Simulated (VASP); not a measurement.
CuSb:

```xyz
2
Lattice="0.0000 2.6913 2.6913 2.6913 0.0000 2.6913 2.6913 2.6913 0.0000" Properties=species:S:1:pos:R:3 pbc="T T T"
Cu    2.6913    2.6913    2.6913
Sb    0.0000    0.0000    0.0000
```

Base run:

```yaml
Program: VASP 6.6.1
Functional: r2SCAN
Potentials_or_basis: VASP PAW PBE potentials, release 64 (Cu, Sb)
Cutoff: 520 eV
k_mesh: 12 × 12 × 12
Occupations: gaussian, width 0.05 eV
Spin: no spin polarisation
```

Its results: band gap on the k mesh zero (band 8 reaches 10.55 eV, above the bottom of band 9 at 5.38 eV); pressure 0.1 GPa.

**Question.** The run is repeated on the same cell with these changes: functional from r2SCAN to LDA; potentials or basis from VASP PAW PBE potentials, release 64 (Cu, Sb) to VASP PAW LDA potentials, release 64 (Cu, Sb). What comes out?

**Answer.** Band gap on the k mesh zero (band 8 reaches 10.42 eV, above the bottom of band 9 at 5.36 eV); pressure -4.6 GPa.

Caveats: spin-orbit coupling is left out, which moves the levels of the heavy elements; the PAW data sets were made with another functional, which shifts forces and pressure a little (some runs).
